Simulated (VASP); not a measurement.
A run of VASP 6.6.1 is set up as follows.

INCAR

```
SYSTEM = PtS2
ALGO     = Normal         ! electronic algorithm
EDIFF    = 1E-7           ! SCF threshold, eV
ENCUT    = 520            ! plane-wave cutoff, eV
GGA      = PS             ! functional
ISIF     = 2              ! what is computed and relaxed
ISMEAR   = 0              ! smearing method
LASPH    = .True.         ! aspherical terms in the spheres
LCHARG   = .False.        ! write CHGCAR
LREAL    = .False.        ! projectors in reciprocal space
LWAVE    = .False.        ! write WAVECAR
NBANDS   = 18             ! bands
NELM     = 100            ! most SCF steps
PREC     = Accurate       ! precision mode
SIGMA    = 0.05           ! smearing width, eV
```

The input KPOINTS:

```
k-points
0
Gamma
  12 12 8
  0 0 0
```

File POSCAR:

```
PtS2
1.0
    3.4546194889      0.0000000000      0.0000000000
   -1.7273097444      2.9917882378      0.0000000000
    0.0000000000      0.0000000000      4.9128300000
Pt S
1 2
Direct
    0.0000000000      0.0000000000      0.0000000000
    0.3333333333      0.6666666667      0.2500000000
    0.6666666667      0.3333333333      0.7500000000
```

Potentials or basis: VASP PAW PBE potentials, release 64 (Pt, S).

Command:

```sh
$ cat potpaw_PBE.64/Pt/POTCAR potpaw_PBE.64/S/POTCAR > POTCAR
$ mpirun -np 1 vasp_std > vasp.out
```

(1) Estimate the pressure.

(2) Estimate the band gap on the k mesh.

(3) What does it give for the largest force?

Answers

(1) 9.3 GPa.

(2) 0.57 eV, indirect (least direct gap 0.79 eV).

(3) 0.428 eV/Å.

Caveat: the cell differs from its parent crystal (strain -0.025 along x and y, -0.025 along z); the PAW data sets were made with another functional, which shifts forces and pressure a little; spin-orbit coupling is left out, which moves the levels of the heavy elements.
